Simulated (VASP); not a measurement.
# Re (P6_3/mmc) in VASP: a series of runs, part 2 of 2

VASP 6.6.1. Earlier steps stand in the parts before.

**3. Relaxation of cell and atoms, BLYP+D3(BJ)**

File INCAR:

```
SYSTEM = Re
AGGAC = 1.0 ; AGGAX = 1.0
ALDAC = 0.0 ; ALDAX = 1.0
ALGO = Normal ; EDIFF = 1E-7
EDIFFG = -0.02 ; ENCUT = 600
GGA = B5 ; IBRION = 2
ISIF = 3 ; ISMEAR = -1
IVDW = 12 ; LASPH = .True.
LCHARG = .False. ; LREAL = .False.
LWAVE = .False. ; NELM = 100
NSW = 80 ; PREC = Accurate
SIGMA = 0.05 ; VDW_A1 = 0.4298
VDW_A2 = 4.2359 ; VDW_S6 = 1.0
VDW_S8 = 2.6996
```

File KPOINTS:

```
k-points
0
Gamma
  11 11 6
  0 0 0
```

File POSCAR:

```
Re
1.0
    2.7608000000      0.0000000000      0.0000000000
   -1.3804000000      2.3909229348      0.0000000000
    0.0000000000      0.0000000000      4.4582000000
Re
2
Direct
    0.6666666667      0.3333333333      0.7500000000
    0.3333333333      0.6666666667      0.2500000000
```

Potentials or basis: VASP PAW PBE potentials, release 64 (Re).

Run with:

```bash
cat potpaw_PBE.64/Re/POTCAR > POTCAR
mpirun -np 1 vasp_std > vasp.out
```

Wall time 2.2 min (1 thread of Intel Xeon 8259CL, shared host); peak memory 0.19 GiB.

Results (log left out):

- Free energy: -24.6117 eV
- Relaxed volume: 14.87 Å³/atom
- Relaxed cell: a = 2.773 Å, b = 2.773 Å, c = 4.465 Å, α = 90.00°, β = 90.00°, γ = 120.00°
- Space group after relaxing (to 0.1 Å): P6_3/mmc (No. 194)
- Energy gained by relaxing: 2.0 meV/atom
- Ionic steps: 5
- Pressure after relaxing: 0.0 GPa
- Band gap on the k mesh: zero (bands 7 and 8 overlap by 3.30 eV)
- Dispersion energy per atom: -1.576 eV

Stress tensor (GPa, compression positive):
```
-0.05  0.00  0.00
 0.00 -0.05  0.00
 0.00  0.00  0.20
```

Step by step:
```
step  energy change (eV)  largest force (eV/Å)  pressure (GPa)  volume (Å³)
   1              0.0000                0.0000            4.06        29.43
   2              0.0567                0.0000          -14.37        31.04
   3             -0.0040                0.0000           -0.10        29.75
   4             -0.0040                0.0000           -0.02        29.75
   5             -0.0041                0.0000            0.03        29.74
```

Final structure:
```xyz
2
Lattice="2.7735 0.0000 0.0000 -1.3867 2.4019 0.0000 0.0000 0.0000 4.4648" Properties=species:S:1:pos:R:3 pbc="T T T"
Re    1.3867    0.8006    3.3486
Re    0.0000    1.6013    1.1162
```

Levels at points of the mesh, in eV from the Fermi level:
| k point | band 3 | band 4 | band 5 | band 6 | band 7 | band 8 | band 9 | band 10 | band 11 |
| --- | --- | --- | --- | --- | --- | --- | --- | --- | --- |
| (0.00, 0.00, 0.00) | -1.62 | -1.62 | -1.59 | -0.80 | -0.80 | 0.08 | 0.08 | 0.92 | 3.25 |
| (0.00, 0.00, 0.50) | -2.31 | -2.31 | -1.76 | -1.76 | -1.76 | -1.76 | 2.43 | 2.43 | 2.43 |

Caveat: the PAW data sets were made with another functional, which shifts forces and pressure a little; spin-orbit coupling is left out, which moves the levels of the heavy elements.

**4. Single point, HSE06**

POSCAR is that of step 3.

File INCAR.step1:

```
PREC     = Accurate       # precision mode
ENCUT    = 520            # plane-wave cutoff, eV
EDIFF    = 1E-5           # SCF threshold, eV
ISMEAR   = -1             # smearing method
SIGMA    = 0.05           # smearing width, eV
LREAL    = F              # projectors in reciprocal space
LASPH    = T              # aspherical terms in the spheres
NELM     = 100            # most SCF steps
ALGO     = Normal         # electronic algorithm
ISIF     = 2              # what is computed and relaxed
LWAVE    = T              # write WAVECAR
LCHARG   = F              # write CHGCAR
GGA      = PE             # functional
NBANDS   = 14             # bands
```

File INCAR.step2:

```
PREC     = Accurate       # precision mode
ENCUT    = 520            # plane-wave cutoff, eV
EDIFF    = 1E-6           # SCF threshold, eV
ISMEAR   = -1             # smearing method
SIGMA    = 0.05           # smearing width, eV
LREAL    = F              # projectors in reciprocal space
LASPH    = T              # aspherical terms in the spheres
NELM     = 100            # most SCF steps
ALGO     = Normal         # electronic algorithm
ISIF     = 2              # what is computed and relaxed
LWAVE    = F              # write WAVECAR
LCHARG   = F              # write CHGCAR
GGA      = PE             # functional
LHFCALC  = T              # exact exchange
HFSCREEN = 0.2079         # screening, 1/A
PRECFOCK = Normal       
ISTART   = 1            
NBANDS   = 14             # bands
```

File KPOINTS:

```
Automatic mesh
0
Gamma
  6 6 3
```

Run with:

```bash
cat potpaw_PBE.64/Re/POTCAR > POTCAR
cp INCAR.step1 INCAR
mpirun -np 1 vasp_std > vasp.out
cp INCAR.step2 INCAR
mpirun -np 1 vasp_std > vasp.out
```

It took 11 min on 1 thread of Intel Xeon Platinum 8259CL at 2.50GHz (Skylake/Cascade Lake), shared host; peak memory 0.26 GiB.

Results (log left out):

| Quantity | Value |
| --- | --- |
| Free energy | -28.9784 eV |
| Pressure | -9.2 GPa |
| Band gap on the k mesh | zero (bands 7 and 8 overlap by 3.20 eV) |

Stress tensor (GPa, compression positive):
```
 -6.24   0.00   0.00
  0.00  -6.24   0.00
  0.00   0.00 -15.26
```

Levels at points of the mesh, in eV from the Fermi level:
```tsv
k point	band 3	band 4	band 5	band 6	band 7	band 8	band 9	band 10	band 11	band 12
(0.00, 0.00, 0.00)	-1.65	-1.65	-1.62	-0.65	-0.65	0.49	0.49	0.70	4.18	4.18
(0.50, 0.00, 0.00)	-5.76	-2.06	-1.85	-1.44	-0.54	4.84	5.31	5.42	7.04	8.09
```

Caveat: the k points lie up to 0.47 Å⁻¹ apart, too coarse for converged energies and pressures of a metal; the PAW data sets were made with another functional, which shifts forces and pressure a little; spin-orbit coupling is left out, which moves the levels of the heavy elements.

**5. Single point, PBE**

File INCAR:

```
PREC = Accurate
ENCUT = 520
EDIFF = 1E-6
ISMEAR = -1
SIGMA = 0.02
LREAL = F
LASPH = T
NELM = 100
ALGO = Fast
ISIF = 2
LWAVE = F
LCHARG = T
GGA = PE
LELF = T
LVHAR = T
NBANDS = 14
```

File KPOINTS:

```
Automatic mesh
0
Gamma
  8 8 4
```

POSCAR is that of step 4.

Run with:

```bash
cat potpaw_PBE.64/Re/POTCAR > POTCAR
mpirun -np 1 vasp_std > vasp.out
```

Run time: 6.9 s. Hardware: 1 thread of Intel Xeon 6975P-C (Granite Rapids), shared host; peak memory 0.15 GiB.

Results (log left out):

```yaml
Free_energy: -24.8187 eV
Pressure: 6.2 GPa
Band_gap_on_the_k_mesh: zero (bands 7 and 8 overlap by 2.80 eV)
```

Stress tensor (GPa, compression positive):
```
4.83 0.00 0.00
0.00 4.83 0.00
0.00 0.00 9.00
```

Levels at points of the mesh, in eV from the Fermi level:
| k point | band 5 | band 6 | band 7 | band 8 | band 9 | band 10 |
| --- | --- | --- | --- | --- | --- | --- |
| (0.00, 0.00, 0.00) | -1.52 | -0.69 | -0.69 | 0.24 | 0.24 | 0.68 |
| (0.50, 0.00, 0.00) | -1.68 | -1.32 | -0.54 | 4.02 | 4.42 | 4.55 |
| (0.00, 0.00, 0.50) | -1.65 | -1.65 | -1.65 | -1.65 | 2.60 | 2.60 |
| (0.50, 0.00, 0.50) | 0.45 | 0.45 | 0.98 | 0.98 | 4.33 | 4.33 |

Caveat: the cell stands under pressure; spin-orbit coupling is left out, which moves the levels of the heavy elements.

**6. Single point, RPBE+D3(BJ)**

This run uses another cell than the first one, of 13.43 Å³/atom.

File INCAR:

```
PREC = Accurate
ENCUT = 520
EDIFF = 1E-6
ISMEAR = -1
SIGMA = 0.05
LREAL = False
LASPH = True
NELM = 80
ALGO = Normal
ISIF = 2
LWAVE = False
LCHARG = False
GGA = RP
IVDW = 12
NBANDS = 14
```

File KPOINTS:

```
Automatic mesh
0
Gamma
  11 11 6
```

File POSCAR:

```
Re
1.0
    2.6763994454      0.0000000000      0.0000000000
   -1.3381997227      2.3178299104      0.0000000000
    0.0000000000      0.0000000000      4.3298733288
Re
2
Direct
    0.6666666667      0.3333333333      0.7500000000
    0.3333333333      0.6666666667      0.2500000000
```

Potentials or basis: VASP PAW PBE potentials, release 64 (Re).

Run with:

```bash
cat potpaw_PBE.64/Re/POTCAR > POTCAR
mpirun -np 1 vasp_std > vasp.out
```

Wall time 9.2 s (1 thread of Intel Xeon 6975P-C (Granite Rapids), shared host); peak memory 0.16 GiB.

The run converged. Its results:

| Item | Value |
| --- | --- |
| Free energy | -32.5818 eV |
| Pressure | 0.3 GPa |
| Band gap on the k mesh | zero (bands 7 and 8 overlap by 3.62 eV) |
| Dispersion energy per atom | -4.723 eV |

Stress tensor (GPa, compression positive):
```
0.41 0.00 0.00
0.00 0.41 0.00
0.00 0.00 0.22
```

Levels at points of the mesh, in eV from the Fermi level:
| k point | band 3 | band 4 | band 5 | band 6 | band 7 | band 8 | band 9 | band 10 | band 11 | band 12 |
| --- | --- | --- | --- | --- | --- | --- | --- | --- | --- | --- |
| (0.00, 0.00, 0.00) | -1.88 | -1.87 | -1.87 | -0.90 | -0.90 | 0.18 | 0.18 | 0.78 | 3.77 | 3.77 |
| (0.00, 0.00, 0.50) | -2.69 | -2.69 | -2.00 | -2.00 | -2.00 | -2.00 | 2.88 | 2.88 | 2.88 | 2.88 |

Caveat: the PAW data sets were made with another functional, which shifts forces and pressure a little; spin-orbit coupling is left out, which moves the levels of the heavy elements.

**7. Summary**

| task | level | cell | k mesh | cutoff (eV) | smearing | grid for exact exchange (PRECFOCK) | share of exact exchange | screening parameter | gap on the mesh (eV) | pressure (GPa) | relaxed volume (Å³/atom) |
| --- | --- | --- | --- | --- | --- | --- | --- | --- | --- | --- | --- |
| relaxation of cell and atoms | PBEsol+D4 | relaxed from a = 2.761, b = 2.761, c = 4.458 Å, angles 90.0, 90.0, 120.0°, 2 atoms | 11 × 11 × 6 | 600 | fermi-dirac 0.05 eV | - | - | - | none | 0.0 | 14.41 |
| relaxation of cell and atoms | BLYP+D3(BJ) | relaxed from a = 2.761, b = 2.761, c = 4.458 Å, angles 90.0, 90.0, 120.0°, 2 atoms | 11 × 11 × 6 | 600 | fermi-dirac 0.05 eV | - | - | - | none | 0.0 | 14.87 |
| single point | HSE06 | a = 2.761, b = 2.761, c = 4.458 Å, angles 90.0, 90.0, 120.0°, 2 atoms | 6 × 6 × 3 | 520 | fermi-dirac 0.05 eV | Normal | 0.25 | 0.2079 1/Å | none | -9.2 | - |
| single point | PBE | a = 2.761, b = 2.761, c = 4.458 Å, angles 90.0, 90.0, 120.0°, 2 atoms | 8 × 8 × 4 | 520 | fermi-dirac 0.02 eV | - | - | - | none | 6.2 | - |
| single point | RPBE+D3(BJ) | a = 2.676, b = 2.676, c = 4.330 Å, angles 90.0, 90.0, 120.0°, 2 atoms | 11 × 11 × 6 | 520 | fermi-dirac 0.05 eV | - | - | - | none | 0.3 | - |

Alike in all rows: potentials or basis VASP PAW PBE potentials, release 64 (Re); no spin polarisation.

Caveats: some runs use coarse meshes; spin-orbit coupling is left out, which moves the levels of the heavy elements; the PAW data sets were made with another functional, which shifts forces and pressure a little (at least some runs); the cell stands under pressure (at least some runs).

Absolute energies hang on the potentials; compare differences alone.
